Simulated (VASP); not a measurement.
# W13C12 in VASP: single point with r2SCAN

Aim: the single point of W13C12 with r2SCAN.

All numbers are computed with VASP 6.6.1; they aren't measurements. Logs are shortened: lines on timing, memory, paths and dates and some standing lists are left out, and cuts for length are marked.

**1. The cell of the first run**

The cell holds a slab with vacuum, 25 atoms: a = 5.797 Å, b = 5.797 Å, c = 19.072 Å, α = 90.00°, β = 90.00°, γ = 120.00°.

**2. Single point, r2SCAN**

The input, POSCAR:

```
W13C12
1.0
    5.7968000000      0.0000000000      0.0000000000
   -2.8984000000      5.0201760000      0.0000000000
    0.0000000000      0.0000000000     19.0720000000
W C
13 12
Direct
    0.0000000000      0.0000000000      0.0524328859
   -0.0048714179      0.0035058532      0.2029834312
    0.0003225837      0.0057169310      0.3519714765
    0.0000011952      0.5000023904      0.0524328859
   -0.0001412941      0.4986478562      0.2009909815
   -0.0044545932      0.4970941258      0.3519400168
    0.5000000000      0.0000000000      0.0524328859
    0.4974125057     -0.0014142930      0.1999056208
    0.4907994761      0.0094419000      0.3530411074
    0.5000011952      0.5000023904      0.0524328859
    0.4968824096      0.5026317802      0.1988097735
    0.5079408094      0.5041855106      0.3422504195
    0.5006304390      0.5078507208      0.4740247483
    0.3333337317      0.1666674635      0.1265939597
    0.3392090103      0.1738982856      0.2728135487
    0.3380361547      0.1816270983      0.4182151846
    0.3333349269      0.6666698538      0.1265939597
    0.3336714528      0.6616501095      0.2729865772
    0.3206820883      0.6559929373      0.4178533977
    0.8333337317      0.1666674635      0.1265939597
    0.8250500714      0.1722847964      0.2732330117
    0.8278717220      0.1645759033      0.4109584732
    0.8333349269      0.6666698538      0.1265939597
    0.8388402762      0.6800956779      0.2734637164
    0.8177597551      0.6695382791      0.4153313758
```

The input, INCAR.step1:

```
ALGO = Normal
EDIFF = 1E-4
ENCUT = 520
GGA = PE
ISMEAR = -1
LASPH = True
LCHARG = False
LREAL = Auto
LWAVE = True
NBANDS = 133
NELM = 80
PREC = Accurate
SIGMA = 0.05
```

The input, INCAR.step2:

```
ALGO = Normal
EDIFF = 1E-6
ENCUT = 520
ISIF = 2
ISMEAR = -1
ISTART = 1
LASPH = True
LCHARG = False
LMIXTAU = True
LREAL = Auto
LWAVE = False
METAGGA = R2SCAN
NBANDS = 133
NELM = 80
PREC = Accurate
SIGMA = 0.05
```

The input, KPOINTS:

```
k-points
0
Gamma
  2 2 1
```

Potentials or basis: VASP PAW PBE potentials, release 64 (W_sv, C).

Started as:

```console
> cat potpaw_PBE.64/W_sv/POTCAR potpaw_PBE.64/C/POTCAR > POTCAR
> cp INCAR.step1 INCAR
> mpirun -np 1 vasp_std > vasp.out
> cp INCAR.step2 INCAR
> mpirun -np 1 vasp_std > vasp.out
```

OUTCAR:

```text
EDIFF = 1E-6
   ENCUT = 520
   ISIF = 2
   ISMEAR = -1
   ISTART = 1
   LASPH = True
   LREAL = Auto
   METAGGA = R2SCAN
   NELM = 80
   PREC = Accurate

 ion  position               nearest neighbor table
   1  0.000  0.000  0.052-  23 2.19  14 2.19  20 2.19   2 2.87  10 2.90   4 2.90   7 2.90   7 2.90
                            10 2.90   4 2.90
   2  0.995  0.004  0.203-  24 2.11  21 2.17  15 2.18  20 2.19  23 2.23  14 2.24   3 2.84   5 2.86
                             8 2.87   1 2.87  11 2.90  11 2.90   8 2.93   5 2.94
   3  0.000  0.006  0.352-  22 2.01  25 2.08  16 2.11  24 2.22  15 2.27  21 2.28   9 2.83   2 2.84
                             6 2.86  12 2.89  12 2.92   6 2.93   9 2.96
   4  0.000  0.500  0.052-  17 2.19  23 2.19  20 2.19   5 2.83   7 2.90   1 2.90  10 2.90  10 2.90
                             1 2.90   7 2.90
   5  1.000  0.499  0.201-  21 2.14  18 2.17  20 2.19  17 2.19  23 2.20  24 2.21   4 2.83   2 2.86
                            11 2.87   6 2.88   8 2.89   8 2.91  11 2.93   2 2.94
   6  0.996  0.497  0.352-  22 2.01  19 2.06  25 2.13  21 2.22  18 2.27  24 2.27  12 2.85   3 2.86
                             9 2.88   5 2.88   9 2.92   3 2.93  12 2.96
   7  0.500  0.000  0.052-  17 2.19  20 2.19  14 2.19   8 2.81  10 2.90   4 2.90   1 2.90   1 2.90
                             4 2.90  10 2.90
   8  0.497  0.999  0.200-  21 2.16  17 2.18  14 2.18  15 2.18  20 2.19  18 2.19   7 2.81   2 2.87
                            11 2.87   5 2.89   5 2.91   9 2.92  11 2.92   2 2.93
   9  0.491  0.009  0.353-  22 2.02  16 2.05  19 2.16  15 2.20  21 2.27  18 2.32  12 2.83   3 2.83
                             6 2.88   6 2.92   8 2.92   3 2.96  12 2.99
  10  0.500  0.500  0.052-  17 2.19  23 2.19  14 2.19  11 2.79   1 2.90   7 2.90   4 2.90   4 2.90
                             7 2.90   1 2.90
  11  0.497  0.503  0.199-  17 2.15  18 2.15  15 2.17  14 2.18  23 2.18  24 2.23  12 2.74  10 2.79
                             5 2.87   8 2.87   2 2.90   2 2.90   8 2.92   5 2.93
  12  0.508  0.504  0.342-  25 2.09  24 2.12  15 2.12  18 2.13  16 2.17  19 2.23  13 2.51  11 2.74
                             9 2.83   6 2.85   3 2.89   3 2.92   6 2.96   9 2.99
  13  0.501  0.508  0.474-  25 1.95  16 1.95  19 1.97  12 2.51
  14  0.333  0.167  0.127-   8 2.18  11 2.18   1 2.19   7 2.19  10 2.19   2 2.24
  15  0.339  0.174  0.273-  12 2.12  11 2.17   8 2.18   2 2.18   9 2.20   3 2.27
  16  0.338  0.182  0.418-  13 1.95   9 2.05   3 2.11  12 2.17
  17  0.333  0.667  0.127-  11 2.15   8 2.18   7 2.19  10 2.19   4 2.19   5 2.19
  18  0.334  0.662  0.273-  12 2.13  11 2.15   5 2.17   8 2.19   6 2.27   9 2.32
  19  0.321  0.656  0.418-  13 1.97   6 2.06   9 2.16  12 2.23
  20  0.833  0.167  0.127-   2 2.19   5 2.19   8 2.19   7 2.19   1 2.19   4 2.19
  21  0.825  0.172  0.273-   5 2.14   8 2.16   2 2.17   6 2.22   9 2.27   3 2.28
  22  0.828  0.165  0.411-   3 2.01   6 2.01   9 2.02
  23  0.833  0.667  0.127-  11 2.18   1 2.19  10 2.19   4 2.19   5 2.20   2 2.23
  24  0.839  0.680  0.273-   2 2.11  12 2.12   5 2.21   3 2.22  11 2.23   6 2.27
  25  0.818  0.670  0.415-  13 1.95   3 2.08  12 2.09   6 2.13

  LATTYP: Found a hexagonal cell.
 ALAT       =     5.7968000000
 C/A-ratio  =     3.2900910847

  Lattice vectors:

 A1 = (   5.7968000000,   0.0000000000,   0.0000000000)
 A2 = (  -2.8984000000,   5.0201760000,   0.0000000000)
 A3 = (   0.0000000000,   0.0000000000,  19.0720000000)

Analysis of symmetry for initial positions (statically):
=====================================================================
 Subroutine PRICEL returns:
 Original cell was already a primitive cell.

 Routine SETGRP: Setting up the symmetry group for a
 hexagonal supercell.

 Subroutine GETGRP returns: Found  1 space group operations
 (whereof  1 operations were pure point group operations)
 out of a pool of 24 trial point group operations.

The static configuration has the point symmetry C_1 .

Analysis of symmetry for dynamics (positions and initial velocities):
=====================================================================
 Subroutine PRICEL returns:
 Original cell was already a primitive cell.

 Routine SETGRP: Setting up the symmetry group for a
 hexagonal supercell.

 Subroutine GETGRP returns: Found  1 space group operations
 (whereof  1 operations were pure point group operations)
 out of a pool of 24 trial point group operations.

The dynamic configuration has the point symmetry C_1 .

 Subroutine INISYM returns: Found  1 space group operations
 (whereof  1 operations are pure point group operations),
 and found     1 'primitive' translations

[... 70 lines left out ...]

 KPOINTS: k-points

Automatic generation of k-mesh.
 Grid dimensions read from file:
 generate k-points for:    2    2    1

 Generating k-lattice:

  Cartesian coordinates                     Fractional coordinates (reciprocal lattice)
     0.086254485  0.049799051  0.000000000     0.500000000  0.000000000  0.000000000
     0.000000000  0.099598102  0.000000000     0.000000000  0.500000000  0.000000000
     0.000000000  0.000000000  0.052432886     0.000000000  0.000000000  1.000000000

  Length of vectors
     0.099598101  0.099598102  0.052432886

  Shift w.r.t. Gamma in fractional coordinates (k-lattice)
     0.000000000  0.000000000  0.000000000

 Subroutine IBZKPT returns following result:
 ===========================================

 Found      4 irreducible k-points:

 Following reciprocal coordinates:
            Coordinates               Weight
  0.000000  0.000000  0.000000      1.000000
  0.500000 -0.000000  0.000000      1.000000
  0.000000  0.500000  0.000000      1.000000
  0.500000  0.500000  0.000000      1.000000
   k-points           NKPTS =      4   k-points in BZ     NKDIM =      4   number of bands    NBANDS=    133
   number of dos      NEDOS =    301   number of ions     NIONS =     25
   total plane-waves  NPLWV = 331776
   dimension x,y,z NGX =    48 NGY =   48 NGZ =  144
   dimension x,y,z NGXF=    96 NGYF=   96 NGZF=  288
   ions per type =              13  12
   NGX,Y,Z   is equivalent  to a cutoff of  13.77, 13.77, 12.55 a.u.
   NGXF,Y,Z  is equivalent  to a cutoff of  27.53, 27.53, 25.10 a.u.
 SYSTEM =  unknown system
   PREC   = accura    normal or accurate (medium, high low for compatibility)
   ISTART =      1    job   : 0-new  1-cont  2-samecut
   ICHARG =      0    charge: 1-file 2-atom 10-const
   ISPIN  =      1    spin polarized calculation?
   LNONCOLLINEAR =      F non collinear calculations
   LSORBIT =      F    spin-orbit coupling
   LASPH  =      T    aspherical Exc in radial PAW
   ENCUT  =  520.0 eV  38.22 Ry    6.18 a.u.  10.78 10.78 35.46*2*pi/ulx,y,z
   NELM   =     80;   NELMIN=  2; NELMDL=  0     # of ELM steps
   EDIFF  = 0.1E-05   stopping-criterion for ELM
   LREAL  =      T    real-space projection
   EDIFFG = 0.1E-04   stopping-criterion for IOM
   NSW    =      0    number of steps for IOM
   IBRION =     -1    ionic relax: 0-MD 1-quasi-New 2-CG
   NFREE  =      0    steps in history (QN), initial steepest desc. (CG)
   ISIF   =      2    stress and relaxation
   ISYM   =      2    0-nonsym 1-usesym 2-fastsym
   POTIM  = 0.5000    time-step for ionic-motion
   TEBEG  =    0.0;   TEEND  =   0.0 temperature during run
   PSTRESS=    0.0 pullay stress
   NELECT =     230.0000    total number of electrons
   NUPDOWN=      -1.0000    fix difference up-down
   EMIN   =  10.00;   EMAX   =-10.00  energy-range for DOS
   EFERMI =   0.00;   METHOD = LEGACY
   ISMEAR =    -1;   SIGMA  =   0.05  broadening in eV -4-tet -1-fermi 0-gaus
   EFERMI_NEDOS =   21; number of points for ismear=-14 and -15
   IALGO  =     38    algorithm
   IMIX   =      4    mixing-type and parameters
     AMIX     =   0.40;   BMIX     =  1.00
     AMIX_MAG =   1.60;   BMIX_MAG =  1.00
  volume/ion in A,a.u.               =      22.20       149.82
  Fermi-wavevector in a.u.,A,eV,Ry     =   1.220533  2.306473 20.268618  1.489701
  Thomas-Fermi vector in A             =   2.355747
   LORBIT       =      0    0 simple, 1 ext, 2 COOP (PROOUT), +10 PAW based schemes
   METAGGA = R2SCAN    functional components
   LHFCALC =     F    Hartree Fock is set to
   AEXX    =    0.0000 exact exchange contribution
   IVDW    =     0    specifies the selected vdW correction
   LEPSILON=     F    determine dielectric tensor
   LRPA    =     F    only Hartree local field effects (RPA)
 non-spin polarized calculation
  energy-cutoff  :      520.00
  volume of cell :      555.01
 maximum number of plane-waves:     14963
 NGX is ok and might be reduce to    48
   NGX = 21   NGY = 21   NGZ = 71

 number of electron     229.9999999 magnetization

 Free energy of the ion-electron system (eV)
  ---------------------------------------------------
  ext. energy  EPLUGINS =         0.00000000
  ---------------------------------------------------
  free energy    TOTEN  =      -772.86666752 eV

  energy without entropy =     -772.77841018  energy(sigma->0) =     -772.82253885

 E-fermi :   3.3945     XC(G=0):  -8.2646

 val. band max:        3.3413691625   @ k =   0.5000   0.5000   0.0000
 cond. band min:       3.4108836493   @ k =   0.5000  -0.0000   0.0000
 fundamental gap:      0.0695144869
 Fermi energy:         3.3944943915

 k-point     1 :       0.0000    0.0000    0.0000
  band No.  band energies     occupation
      1     -73.1185      2.00000
      2     -72.9294      2.00000
      3     -72.8937      2.00000
      4     -72.8616      2.00000
      5     -72.8436      2.00000
      6     -72.8367      2.00000
[... 509 lines left out ...]
    126       4.7851      0.00000
    127       4.8583      0.00000
 [bands above 127 left out]

------------------------ aborting loop because EDIFF is reached ----------------------------------------

  FORCE on cell =-STRESS in cart. coord.  units (eV):
  Direction    XX          YY          ZZ          XY          YZ          ZX
  --------------------------------------------------------------------------------------
  -------------------------------------------------------------------------------------
  Total        3.3841679      4.2421272      4.4195175     -0.2671497     -1.1492025      2.3727709
  in kB        9.7691998     12.2459018     12.7579808     -0.7711906     -3.3174445      6.8495633
  external PRESSURE =      11.5910274 kB  Pullay stress =       0.0000000 kB

 VOLUME and BASIS-vectors are now :
 -----------------------------------------------------------------------------
  energy-cutoff  :      520.00
  volume of cell :      555.01
      direct lattice vectors                 reciprocal lattice vectors
     5.796800000  0.000000000  0.000000000     0.172508970  0.099598102  0.000000000
    -2.898400000  5.020176000  0.000000000     0.000000000  0.199196203  0.000000000
     0.000000000  0.000000000 19.072000000     0.000000000  0.000000000  0.052432886

 POSITION                                       TOTAL-FORCE (eV/Angst)
 -----------------------------------------------------------------------------------
      0.00000      0.00000      1.00000        -0.010343     -0.010567      1.167709
      5.75840      0.01760      3.87130         1.036791     -0.100159     -1.288933
     -0.01470      0.02870      6.71280        -0.772266      0.309287     -0.275259
     -1.44920      2.51010      1.00000        -0.096170      0.027904      0.883275
      4.35070      2.50330      3.83330        -0.591140      0.748047     -0.140593
      4.33020      2.49550      6.71220        -0.275053      0.567121     -0.679055
[... 17 lines left out ...]
      2.89140      3.41420      5.21550         0.279664     -0.785763     -0.603917
      2.79980      3.36120      7.92120         0.186946     -0.429997      1.376658
 -----------------------------------------------------------------------------------
    total drift:                                0.005642      0.011581      0.040394

  FREE ENERGIE OF THE ION-ELECTRON SYSTEM (eV)
  ---------------------------------------------------
  free  energy   TOTEN  =      -772.8666675223 eV

  energy  without entropy=     -772.7784101752  energy(sigma->0) =     -772.82253885
```

It took 1.8 h on 1 thread of Intel Xeon 8259CL, shared host; peak memory 0.88 GiB.

What came out:

* Free energy: -772.8667 eV
* Largest force: 2.573 eV/Å
* Band gap on the k mesh: zero (bands 115 and 116 overlap by 0.14 eV)

Forces in eV/Å, atoms in the order of the input:
```
W   -0.010 -0.011  1.168
W    1.037 -0.100 -1.289
W   -0.772  0.309 -0.275
W   -0.096  0.028  0.883
W   -0.591  0.748 -0.141
W   -0.275  0.567 -0.679
W   -0.068  0.066  0.778
W   -0.355  0.231  0.662
W    2.133 -1.258 -0.701
W    0.049 -0.020  0.633
W    0.889 -0.100  0.137
W   -1.886  0.145  0.659
W   -0.299 -0.065 -0.366
C   -0.281 -0.255 -1.010
C   -0.456 -0.612 -0.579
C   -0.313  0.753  0.965
C   -0.333  0.031 -1.217
C   -0.831  0.756 -0.264
C    1.479  0.154  0.841
C   -0.079 -0.008 -1.002
C    0.482 -0.245  0.525
C   -0.037 -0.154  0.432
C    0.146  0.252 -0.932
C    0.280 -0.786 -0.604
C    0.187 -0.430  1.377
```

Levels at points of the mesh, in eV from the Fermi level:
| k point | band 112 | band 113 | band 114 | band 115 | band 116 | band 117 | band 118 | band 119 |
| --- | --- | --- | --- | --- | --- | --- | --- | --- |
| (0.00, 0.00, 0.00) | -0.23 | -0.15 | 0.04 | 0.09 | 0.10 | 0.58 | 0.60 | 0.65 |
| (0.50, 0.00, 0.00) | -1.21 | -1.05 | -0.67 | -0.60 | 0.02 | 0.50 | 0.72 | 0.95 |
| (0.00, 0.50, 0.00) | -1.19 | -0.94 | -0.81 | -0.54 | 0.04 | 0.51 | 0.69 | 0.98 |
| (0.50, 0.50, 0.00) | -1.23 | -1.17 | -0.59 | -0.48 | -0.05 | 0.52 | 0.66 | 0.95 |

Caveat: the k points lie up to 0.63 Å⁻¹ apart; there is no dipole correction, which matters where the two faces differ; the PAW data sets were made with another functional, which shifts forces and pressure a little; spin-orbit coupling is left out, which moves the levels of the heavy elements.

The gap in the log of VASP goes by the Fermi energy; the results here count the filled bands.